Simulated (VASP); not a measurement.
# Ge (P6_3/mmc) in VASP: notebook, part 2 of 3

VASP 6.6.1. The steps go on from the part before.

## (3) Single point, PBE

INCAR

```
SYSTEM = Ge
PREC     = Accurate       ! precision mode
ENCUT    = 520            ! plane-wave cutoff, eV
EDIFF    = 1E-7           ! SCF threshold, eV
ISMEAR   = -1             ! smearing method
SIGMA    = 0.1            ! smearing width, eV
LREAL    = .False.        ! projectors in reciprocal space
LASPH    = .True.         ! aspherical terms in the spheres
NELM     = 60             ! most SCF steps
ALGO     = Normal         ! electronic algorithm
ISIF     = 2              ! what is computed and relaxed
LWAVE    = .False.        ! write WAVECAR
LCHARG   = .False.        ! write CHGCAR
GGA      = PE             ! functional
NBANDS   = 21             ! bands
```

KPOINTS

```
Automatic mesh
0
Gamma
  19 19 11
  0 0 0
```

POSCAR

```
Ge
1.0
    2.2536170356      0.0000000000      0.0000000000
   -1.1268085178      1.9516896032      0.0000000000
    0.0000000000      0.0000000000      3.6965267534
Ge
2
Direct
    0.3333333333      0.6666666667      0.2500000000
    0.6666666667      0.3333333333      0.7500000000
```

Potentials or basis: VASP PAW PBE potentials, release 64 (Ge_d).

Started as:

```
cat potpaw_PBE.64/Ge_d/POTCAR > POTCAR
mpirun -np 1 vasp_std > vasp.out
```

OUTCAR:

```text
SYSTEM = Ge
   PREC = Accurate
   ENCUT = 520
   EDIFF = 1E-7
   ISMEAR = -1
   LREAL = .False.
   LASPH = .True.
   NELM = 60
   ISIF = 2
   GGA = PE

 ion  position               nearest neighbor table
   1  0.333  0.667  0.250-   2 2.26   2 2.26   2 2.26   2 2.26   2 2.26   2 2.26
   2  0.667  0.333  0.750-   1 2.26   1 2.26   1 2.26   1 2.26   1 2.26   1 2.26

  LATTYP: Found a hexagonal cell.
 ALAT       =     2.2536170356
 C/A-ratio  =     1.6402639379

  Lattice vectors:

 A1 = (   2.2536170356,   0.0000000000,   0.0000000000)
 A2 = (  -1.1268085178,   1.9516896032,   0.0000000000)
 A3 = (   0.0000000000,   0.0000000000,   3.6965267534)

Analysis of symmetry for initial positions (statically):
=====================================================================
 Subroutine PRICEL returns:
 Original cell was already a primitive cell.

 Routine SETGRP: Setting up the symmetry group for a
 hexagonal supercell.

 Subroutine GETGRP returns: Found 24 space group operations
 (whereof 12 operations were pure point group operations)
 out of a pool of 24 trial point group operations.

The static configuration has the point symmetry D_3d.
 The point group associated with its full space group is D_6h.

Analysis of symmetry for dynamics (positions and initial velocities):
=====================================================================
 Subroutine PRICEL returns:
 Original cell was already a primitive cell.

 Routine SETGRP: Setting up the symmetry group for a
 hexagonal supercell.

 Subroutine GETGRP returns: Found 24 space group operations
 (whereof 12 operations were pure point group operations)
 out of a pool of 24 trial point group operations.

The dynamic configuration has the point symmetry D_3d.
 The point group associated with its full space group is D_6h.

 Subroutine INISYM returns: Found 24 space group operations
[... 104 lines left out ...]
   ISYM   =      2    0-nonsym 1-usesym 2-fastsym
   POTIM  = 0.5000    time-step for ionic-motion
   TEBEG  =    0.0;   TEEND  =   0.0 temperature during run
   PSTRESS=    0.0 pullay stress
   NELECT =      28.0000    total number of electrons
   NUPDOWN=      -1.0000    fix difference up-down
   EMIN   =  10.00;   EMAX   =-10.00  energy-range for DOS
   EFERMI =   0.00;   METHOD = LEGACY
   ISMEAR =    -1;   SIGMA  =   0.10  broadening in eV -4-tet -1-fermi 0-gaus
   EFERMI_NEDOS =   21; number of points for ismear=-14 and -15
   IALGO  =     38    algorithm
   IMIX   =      4    mixing-type and parameters
     AMIX     =   0.40;   BMIX     =  1.00
     AMIX_MAG =   1.60;   BMIX_MAG =  1.00
  volume/ion in A,a.u.               =       8.13        54.86
  Fermi-wavevector in a.u.,A,eV,Ry     =   1.962302  3.708214 52.391011  3.850631
  Thomas-Fermi vector in A             =   2.987011
   LORBIT       =      0    0 simple, 1 ext, 2 COOP (PROOUT), +10 PAW based schemes
   GGA     = PE    functional components
   LHFCALC =     F    Hartree Fock is set to
   AEXX    =    0.0000 exact exchange contribution
   IVDW    =     0    specifies the selected vdW correction
   LEPSILON=     F    determine dielectric tensor
   LRPA    =     F    only Hartree local field effects (RPA)
 non-spin polarized calculation
  energy-cutoff  :      520.00
  volume of cell :       16.26
 maximum number of plane-waves:       458
 NGX is ok and might be reduce to    18
   NGX =  9   NGY =  9   NGZ = 13

 number of electron      28.0000012 magnetization

 Free energy of the ion-electron system (eV)
  ---------------------------------------------------
  ext. energy  EPLUGINS =         0.00000000
  ---------------------------------------------------
  free energy    TOTEN  =         3.92271412 eV

  energy without entropy =        3.93615822  energy(sigma->0) =        3.92943617

 E-fermi :  20.8442     XC(G=0): -16.3068

 val. band max:       20.8282557107   @ k =   0.3158   0.3158   0.0909
 cond. band min:      20.8479788405   @ k =   0.2105   0.1053   0.3636
 fundamental gap:      0.0197231298
 Fermi energy:        20.8442281408

 k-point     1 :       0.0000    0.0000    0.0000
  band No.  band energies     occupation
      1      -6.7127      2.00000
      2      -6.2149      2.00000
      3      -6.1427      2.00000
      4      -6.1427      2.00000
      5      -6.0398      2.00000
      6      -6.0398      2.00000
[... 565 lines left out ...]
     20      35.7504      0.00000
     21      44.4359      0.00000

 [... further k-points ...]
[... 5 lines left out ...]
  --------------------------------------------------------------------------------------
  -------------------------------------------------------------------------------------
  Total       39.8718965     39.8718965     39.8458077      0.0000000      0.0000000      0.0000000
  in kB     3929.0970536   3929.0970535   3926.5261814      0.0000000      0.0000000      0.0000000
  external PRESSURE =    3928.2400962 kB  Pullay stress =       0.0000000 kB

 VOLUME and BASIS-vectors are now :
 -----------------------------------------------------------------------------
  energy-cutoff  :      520.00
  volume of cell :       16.26
      direct lattice vectors                 reciprocal lattice vectors
     2.253617036  0.000000000  0.000000000     0.443731115  0.256188279  0.000000000
    -1.126808518  1.951689603  0.000000000     0.000000000  0.512376557  0.000000000
     0.000000000  0.000000000  3.696526753     0.000000000  0.000000000  0.270524215

 POSITION                                       TOTAL-FORCE (eV/Angst)
 -----------------------------------------------------------------------------------
     -0.00000      1.30113      0.92413        -0.000000      0.000000     -0.000000
      1.12681      0.65056      2.77240         0.000000     -0.000000      0.000000
 -----------------------------------------------------------------------------------
    total drift:                               -0.000000      0.000000     -0.000000

  FREE ENERGIE OF THE ION-ELECTRON SYSTEM (eV)
  ---------------------------------------------------
  free  energy   TOTEN  =         3.9227141189 eV

  energy  without entropy=        3.9361582234  energy(sigma->0) =        3.92943617
```

OSZICAR:

```text
N       E                     dE             d eps       ncg     rms          rms(c)
DAV:   1     0.153968494571E+03    0.15397E+03   -0.12335E+04 12910   0.436E+03
DAV:   2     0.163077881485E+02   -0.13766E+03   -0.13206E+03 10201   0.528E+02
DAV:   3     0.352654226398E+01   -0.12781E+02   -0.12655E+02 11030   0.111E+02
DAV:   4     0.335777135112E+01   -0.16877E+00   -0.16863E+00 11649   0.145E+01
DAV:   5     0.335652687849E+01   -0.12445E-02   -0.12444E-02 11350   0.125E+00    0.787E+00
DAV:   6     0.368184102005E+01    0.32531E+00   -0.25948E-02 16003   0.201E+00    0.447E+00
DAV:   7     0.392246057264E+01    0.24062E+00   -0.92956E-02 14803   0.307E+00    0.376E-01
DAV:   8     0.392233653768E+01   -0.12403E-03   -0.21953E-03 13937   0.134E+00    0.192E-01
DAV:   9     0.392267115325E+01    0.33462E-03   -0.46821E-04 15573   0.425E-01    0.125E-02
DAV:  10     0.392271244332E+01    0.41290E-04   -0.36026E-05 15597   0.160E-01    0.254E-03
DAV:  11     0.392271336757E+01    0.92426E-06   -0.22584E-06 14818   0.208E-02    0.106E-03
DAV:  12     0.392271417265E+01    0.80507E-06   -0.14902E-07  8241   0.123E-02    0.111E-03
DAV:  13     0.392271411888E+01   -0.53769E-07   -0.16146E-08  7123   0.239E-03
   1 F= 0.39227141E+01 E0= 0.39294362E+01  d E =-.134441E-01
```

stdout:

```text
POSCAR found type information on POSCAR Ge
 POSCAR found :  1 types and       2 ions
 scaLAPACK will be used
 LDA part: xc-table for (Slater+PW92), standard interpolation
 POSCAR, INCAR and KPOINTS ok, starting setup
 FFT: planning ... GRIDC
 FFT: planning ... GRID_SOFT
 FFT: planning ... GRID
 WAVECAR not read
 entering main loop
```

Wall time 32 s (1 thread of Intel Xeon 6975P-C (Granite Rapids), shared host); peak memory 0.17 GiB.

What came out:

```
Free energy            : 3.9227 eV
Pressure               : 392.8 GPa
Band gap on the k mesh : zero (band 14 reaches 35.27 eV, above the bottom of band 15 at 15.84 eV)
```

Stress tensor (GPa, compression positive):
```
392.91   0.00   0.00
  0.00 392.91   0.00
  0.00   0.00 392.65
```

## (4) Single point, PBE

INCAR

```
PREC = Accurate
ENCUT = 520
EDIFF = 1E-6
ISMEAR = -1
SIGMA = 0.1
LREAL = False
LASPH = True
NELM = 100
ALGO = Normal
ISIF = 2
LWAVE = False
LCHARG = False
GGA = PE
NBANDS = 21
```

KPOINTS

```
Automatic mesh
0
Gamma
  19 19 11
```

POSCAR

```
Ge
1.0
    2.2537837228      0.0000000000      0.0000000000
   -1.1268918614      1.9518339586      0.0000000000
    0.0000000000      0.0000000000      3.6966231987
Ge
2
Direct
    0.3333333333      0.6666666667      0.2500000000
    0.6666666667      0.3333333333      0.7500000000
```

Started as:

```
cat potpaw_PBE.64/Ge_d/POTCAR > POTCAR
mpirun -np 1 vasp_std > vasp.out
```

It took 65 s on 1 thread of Intel Xeon Platinum 8488C (Sapphire Rapids), shared host; peak memory 0.17 GiB.

It converged, with:

| Quantity | Value |
| --- | --- |
| Free energy | 3.9158 eV |
| Pressure | 392.0 GPa |
| Band gap on the k mesh | zero (band 14 reaches 35.26 eV, above the bottom of band 15 at 15.84 eV) |

Stress tensor (GPa, compression positive):
```
392.06   0.00   0.00
  0.00 392.06   0.00
  0.00   0.00 391.86
```

Levels at points of the mesh, in eV from the Fermi level:
| k point | band 10 | band 11 | band 12 | band 13 | band 14 | band 15 | band 16 | band 17 | band 18 | band 19 |
| --- | --- | --- | --- | --- | --- | --- | --- | --- | --- | --- |
| (0.00, 0.00, 0.00) | -26.18 | -24.16 | -13.38 | -10.83 | 14.32 | 14.32 | 15.94 | 16.65 | 16.65 | 18.48 |

[end of part 2 of 3]
